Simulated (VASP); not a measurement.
# YBeCl5 (P1) in VASP: single point with PBEsol

Aim: the single point of YBeCl5 with PBEsol.

Program: VASP 6.6.1. These are calculated values, not measurements. Logs are shortened: lines on timing, memory, paths and dates and some standing lists are left out, and cuts for length are marked.

## Step 1: The cell of the first run

The typed cell holds 7 atoms: a = 7.077 Å, b = 3.736 Å, c = 7.697 Å, α = 75.97°, β = 94.44°, γ = 74.87°.

## Step 2: Single point, PBEsol

Input file INCAR:

```
PREC = Accurate
ENCUT = 520
EDIFF = 1E-6
ISMEAR = -1
SIGMA = 0.05
LREAL = F
LASPH = T
NELM = 60
ALGO = Normal
ISIF = 2
LWAVE = F
LCHARG = T
GGA = PS
LELF = T
LVHAR = T
NBANDS = 33
```

Input file KPOINTS:

```
regular mesh
0
Gamma
  4 4 4
```

Input file POSCAR:

```
YBeCl5
1.0
    7.0430070322      0.6465365929     -0.2392842473
    0.6643720068      3.6362717795      0.5410111228
   -0.4175229475      0.8574834683      7.6378875163
Y Be Cl
1 1 5
Direct
    0.2302284761      0.6173068568     -0.0128257290
    0.2298879866     -0.1583527982      0.5378360301
    0.2301767745      0.4171649070      0.3874129735
   -0.0050636707      0.8968831207      0.6603071677
    0.4838168673     -0.0698228514      0.1106854334
    0.4649506216     -0.3681659716      0.7247412559
   -0.0232779305      0.2158887832      0.0406487755
```

Potentials or basis: VASP PAW PBE potentials, release 64 (Y_sv, Be, Cl).

On the command line:

```bash
$ cat potpaw_PBE.64/Y_sv/POTCAR potpaw_PBE.64/Be/POTCAR potpaw_PBE.64/Cl/POTCAR > POTCAR
$ mpirun -np 1 vasp_std > vasp.out
```

OUTCAR:

```text
PREC = Accurate
   ENCUT = 520
   EDIFF = 1E-6
   ISMEAR = -1
   LREAL = F
   LASPH = T
   NELM = 60
   ISIF = 2
   GGA = PS

 ion  position               nearest neighbor table
   1  0.230  0.617  0.987-   7 2.62   7 2.62   5 2.62   5 2.62   6 2.71   4 2.71   3 2.99   2 3.36

   2  0.230  0.842  0.538-   6 1.96   4 1.96   3 2.18   3 2.18   1 3.36
   3  0.230  0.417  0.387-   2 2.18   2 2.18   1 2.99
   4  0.995  0.897  0.660-   2 1.96   1 2.71
   5  0.484  0.930  0.111-   1 2.62   1 2.62
   6  0.465  0.632  0.725-   2 1.96   1 2.71
   7  0.977  0.216  0.041-   1 2.62   1 2.62

  LATTYP: Found a triclinic cell.
 ALAT       =     8.8488768219
 B/A-ratio  =     0.4221832280
 C/A-ratio  =     1.2263075207
 COS(alpha) =     0.0017792701
 COS(beta)  =     0.5669190869
 COS(gamma) =     0.6356214346

  Lattice vectors:

 A1 = (   5.7142630186,  -6.6260069661,  -1.3213064929)
 A2 = (  -0.6643720068,  -3.6362717795,  -0.5410111228)
 A3 = (   7.4605299797,  -0.2109468754,  -7.8771717636)

Analysis of symmetry for initial positions (statically):
=====================================================================
 Subroutine PRICEL returns:
 Original cell was already a primitive cell.

 Routine SETGRP: Setting up the symmetry group for a
 triclinic supercell.

 Subroutine GETGRP returns: Found  1 space group operations
 (whereof  1 operations were pure point group operations)
 out of a pool of  2 trial point group operations.

The static configuration has the point symmetry C_1 .

Analysis of symmetry for dynamics (positions and initial velocities):
=====================================================================
 Subroutine PRICEL returns:
 Original cell was already a primitive cell.

 Routine SETGRP: Setting up the symmetry group for a
 triclinic supercell.

 Subroutine GETGRP returns: Found  1 space group operations
 (whereof  1 operations were pure point group operations)
 out of a pool of  2 trial point group operations.

The dynamic configuration has the point symmetry C_1 .

 Subroutine INISYM returns: Found  1 space group operations
 (whereof  1 operations are pure point group operations),
 and found     1 'primitive' translations

----------------------------------------------------------------------------------------

                                     Primitive cell

  volume of cell :     188.4148

  direct lattice vectors                    reciprocal lattice vectors
     7.043007032  0.646536593 -0.239284247     0.144943672 -0.028130935  0.011081483
     0.664372007  3.636271779  0.541011123    -0.027298053  0.284976558 -0.033485732
    -0.417522948  0.857483468  7.637887516     0.006474472 -0.021066922  0.133645301

  length of vectors
     7.076666911  3.735847381  7.697202675     0.148063557  0.288232747  0.135450362

  position of ions in fractional coordinates (direct lattice)
     0.230228476  0.617306857  0.987174271
     0.229887987  0.841647202  0.537836030
     0.230176775  0.417164907  0.387412973
     0.994936329  0.896883121  0.660307168
     0.483816867  0.930177149  0.110685433
     0.464950622  0.631834028  0.724741256
     0.976722069  0.215888783  0.040648776

  ion indices of the primitive-cell ions
   primitive index   ion index
                 1           1
                 2           2
                 3           3
                 4           4
                 5           5
                 6           6
                 7           7

----------------------------------------------------------------------------------------

 KPOINTS: regular mesh

Automatic generation of k-mesh.
 Grid dimensions read from file:
 generate k-points for:    4    4    4

 Generating k-lattice:

  Cartesian coordinates                     Fractional coordinates (reciprocal lattice)
     0.036235918 -0.007032734  0.002770371     0.250000000  0.000000000  0.000000000
    -0.006824513  0.071244139 -0.008371433     0.000000000  0.250000000  0.000000000
     0.001618618 -0.005266730  0.033411325     0.000000000  0.000000000  0.250000000

  Length of vectors
     0.037015889  0.072058187  0.033862590

  Shift w.r.t. Gamma in fractional coordinates (k-lattice)
     0.000000000  0.000000000  0.000000000

 Subroutine IBZKPT returns following result:
 ===========================================

 Found     36 irreducible k-points:

 Following reciprocal coordinates:
            Coordinates               Weight
  0.000000  0.000000  0.000000      1.000000
  0.250000 -0.000000  0.000000      2.000000
  0.500000 -0.000000  0.000000      1.000000
  0.000000  0.250000  0.000000      2.000000
  0.250000  0.250000  0.000000      2.000000
  0.500000  0.250000  0.000000      2.000000
[... 16 lines left out ...]
  0.000000 -0.250000  0.250000      2.000000
  0.250000 -0.250000  0.250000      2.000000
 [... further k-points ...]
   k-points           NKPTS =     36   k-points in BZ     NKDIM =     36   number of bands    NBANDS=     33
   number of dos      NEDOS =    301   number of ions     NIONS =      7
   total plane-waves  NPLWV =  90720
   dimension x,y,z NGX =    54 NGY =   28 NGZ =   60
   dimension x,y,z NGXF=   108 NGYF=   56 NGZF=  120
   ions per type =               1   1   5
   NGX,Y,Z   is equivalent  to a cutoff of  12.69, 12.46, 12.96 a.u.
   NGXF,Y,Z  is equivalent  to a cutoff of  25.37, 24.92, 25.92 a.u.
 SYSTEM =  unknown system
   PREC   = accura    normal or accurate (medium, high low for compatibility)
   ISTART =      0    job   : 0-new  1-cont  2-samecut
   ICHARG =      2    charge: 1-file 2-atom 10-const
   ISPIN  =      1    spin polarized calculation?
   LNONCOLLINEAR =      F non collinear calculations
   LSORBIT =      F    spin-orbit coupling
   LASPH  =      T    aspherical Exc in radial PAW
   ENCUT  =  520.0 eV  38.22 Ry    6.18 a.u.  13.16  6.95 14.31*2*pi/ulx,y,z
   NELM   =     60;   NELMIN=  2; NELMDL= -5     # of ELM steps
   EDIFF  = 0.1E-05   stopping-criterion for ELM
   LREAL  =      F    real-space projection
   EDIFFG = 0.1E-04   stopping-criterion for IOM
   NSW    =      0    number of steps for IOM
   IBRION =     -1    ionic relax: 0-MD 1-quasi-New 2-CG
   NFREE  =      0    steps in history (QN), initial steepest desc. (CG)
   ISIF   =      2    stress and relaxation
   ISYM   =      2    0-nonsym 1-usesym 2-fastsym
   POTIM  = 0.5000    time-step for ionic-motion
   TEBEG  =    0.0;   TEEND  =   0.0 temperature during run
   PSTRESS=    0.0 pullay stress
   NELECT =      48.0000    total number of electrons
   NUPDOWN=      -1.0000    fix difference up-down
   EMIN   =  10.00;   EMAX   =-10.00  energy-range for DOS
   EFERMI =   0.00;   METHOD = LEGACY
   ISMEAR =    -1;   SIGMA  =   0.05  broadening in eV -4-tet -1-fermi 0-gaus
   EFERMI_NEDOS =   21; number of points for ismear=-14 and -15
   IALGO  =     38    algorithm
   IMIX   =      4    mixing-type and parameters
     AMIX     =   0.40;   BMIX     =  1.00
     AMIX_MAG =   1.60;   BMIX_MAG =  1.00
  volume/ion in A,a.u.               =      26.92       181.64
  Fermi-wavevector in a.u.,A,eV,Ry     =   1.037808  1.961172 14.654088  1.077045
  Thomas-Fermi vector in A             =   2.172263
   LORBIT       =      0    0 simple, 1 ext, 2 COOP (PROOUT), +10 PAW based schemes
   GGA     = PS    functional components
   LHFCALC =     F    Hartree Fock is set to
   AEXX    =    0.0000 exact exchange contribution
   IVDW    =     0    specifies the selected vdW correction
   LEPSILON=     F    determine dielectric tensor
   LRPA    =     F    only Hartree local field effects (RPA)
 non-spin polarized calculation
  energy-cutoff  :      520.00
  volume of cell :      188.41
 maximum number of plane-waves:      5098
 NGX is ok and might be reduce to    54
   NGX = 27   NGY = 13   NGZ = 29

 number of electron      48.0000000 magnetization

 Free energy of the ion-electron system (eV)
  ---------------------------------------------------
  ext. energy  EPLUGINS =         0.00000000
  ---------------------------------------------------
  free energy    TOTEN  =       -33.77036912 eV

  energy without entropy =      -33.77036912  energy(sigma->0) =      -33.77036912

 E-fermi :   0.4270     XC(G=0):  -7.9251

 val. band max:       -0.7046607383   @ k =   0.0000   0.0000   0.5000
 cond. band min:       3.1657296488   @ k =   0.0000   0.0000   0.5000
 fundamental gap:      3.8703903871
 Fermi energy:         0.4269926972

 k-point     1 :       0.0000    0.0000    0.0000
  band No.  band energies     occupation
      1     -41.4727      2.00000
      2     -21.5852      2.00000
      3     -21.5670      2.00000
      4     -21.4469      2.00000
      5     -14.9165      2.00000
      6     -14.0931      2.00000
[... 25 lines left out ...]
     32       7.3819      0.00000
     33       7.5772      0.00000

 k-point     2 :       0.2500   -0.0000    0.0000
  band No.  band energies     occupation
      1     -41.4727      2.00000
      2     -21.5855      2.00000
      3     -21.5670      2.00000
      4     -21.4469      2.00000
      5     -14.9080      2.00000
      6     -14.0783      2.00000
[... 25 lines left out ...]
     32       7.5256      0.00000
     33       7.5496      0.00000

 k-point     3 :       0.5000   -0.0000    0.0000
  band No.  band energies     occupation
      1     -41.4727      2.00000
      2     -21.5858      2.00000
      3     -21.5669      2.00000
      4     -21.4469      2.00000
      5     -14.8994      2.00000
      6     -14.0584      2.00000
[... 25 lines left out ...]
     32       7.1424      0.00000
     33       7.4957      0.00000

 k-point     4 :       0.0000    0.2500    0.0000
  band No.  band energies     occupation
      1     -41.4648      2.00000
      2     -21.6254      2.00000
      3     -21.5434      2.00000
      4     -21.5364      2.00000
      5     -14.7054      2.00000
      6     -14.0958      2.00000
[... 25 lines left out ...]
     32       7.1985      0.00000
     33       7.7515      0.00000

 k-point     5 :       0.2500    0.2500    0.0000
  band No.  band energies     occupation
      1     -41.4648      2.00000
      2     -21.6254      2.00000
      3     -21.5434      2.00000
      4     -21.5364      2.00000
      5     -14.7061      2.00000
      6     -14.0934      2.00000
[... 604 lines left out ...]
 k-point    22 :      -0.2500    0.5000    0.2500
  band No.  band energies     occupation
      1     -41.4568      2.00000
      2     -21.7831      2.00000
      3     -21.5317      2.00000
      4     -21.4864      2.00000
      5     -14.4148      2.00000
      6     -14.1671      2.00000
[... 25 lines left out ...]
     32       7.3744      0.00000
     33       8.1074      0.00000

 k-point    23 :       0.0000   -0.2500    0.2500
  band No.  band energies     occupation
      1     -41.4648      2.00000
      2     -21.6254      2.00000
      3     -21.5438      2.00000
      4     -21.5364      2.00000
      5     -14.6411      2.00000
      6     -14.1949      2.00000
[... 25 lines left out ...]
     32       7.4226      0.00000
     33       7.8509      0.00000

 k-point    24 :       0.2500   -0.2500    0.2500
  band No.  band energies     occupation
      1     -41.4648      2.00000
      2     -21.6254      2.00000
      3     -21.5437      2.00000
      4     -21.5366      2.00000
      5     -14.6367      2.00000
      6     -14.1732      2.00000
[... 25 lines left out ...]
     32       7.6187      0.00000
     33       7.9164      0.00000

 [... further k-points ...]
[... 5 lines left out ...]
  --------------------------------------------------------------------------------------
  -------------------------------------------------------------------------------------
  Total       -0.0099967     -0.0730289     -0.0475619     -0.0104735      0.0010103      0.0057132
  in kB       -0.0850065     -0.6209984     -0.4044403     -0.0890607      0.0085906      0.0485818
  external PRESSURE =      -0.3701484 kB  Pullay stress =       0.0000000 kB

 VOLUME and BASIS-vectors are now :
 -----------------------------------------------------------------------------
  energy-cutoff  :      520.00
  volume of cell :      188.41
      direct lattice vectors                 reciprocal lattice vectors
     7.043007032  0.646536593 -0.239284247     0.144943672 -0.028130935  0.011081483
     0.664372007  3.636271779  0.541011123    -0.027298053  0.284976558 -0.033485732
    -0.417522948  0.857483468  7.637887516     0.006474472 -0.021066922  0.133645301

 POSITION                                       TOTAL-FORCE (eV/Angst)
 -----------------------------------------------------------------------------------
      1.61945      3.24003      7.81881         0.001682     -0.000528     -0.008763
      1.95371      3.67027      4.50826         0.000324      0.001263     -0.001811
      1.73654      1.99794      3.12963        -0.003299     -0.001143     -0.012188
      7.32751      4.47078      5.29050        -0.011019      0.002654      0.004323
      3.97930      3.79009      1.23287        -0.007556      0.000688      0.000171
      3.39183      3.21958      5.76607         0.011415     -0.001215      0.011133
      7.00552      1.45137      0.19355         0.008454     -0.001719      0.007135
 -----------------------------------------------------------------------------------
    total drift:                                0.000141      0.000430     -0.000451

  FREE ENERGIE OF THE ION-ELECTRON SYSTEM (eV)
  ---------------------------------------------------
  free  energy   TOTEN  =       -33.7703691193 eV

  energy  without entropy=      -33.7703691193  energy(sigma->0) =      -33.77036912
```

Wall time 5.3 min (1 thread of Intel Xeon 6975P-C, shared host); peak memory 0.41 GiB.

Results:

```yaml
Free_energy: -33.7704 eV
Pressure: 0.0 GPa
Largest_force: 0.016 eV/Å
Band_gap_on_the_k_mesh: 3.87 eV, direct
```

Forces in eV/Å, atoms in the order of the input:
```
Y    0.002 -0.001 -0.009
Be   0.000  0.001 -0.002
Cl  -0.003 -0.001 -0.012
Cl  -0.011  0.003  0.004
Cl  -0.008  0.001  0.000
Cl   0.011 -0.001  0.011
Cl   0.008 -0.002  0.007
```

Caveat: the k points lie up to 0.45 Å⁻¹ apart; the PAW data sets were made with another functional, which shifts forces and pressure a little. A k mesh can miss the band edges.
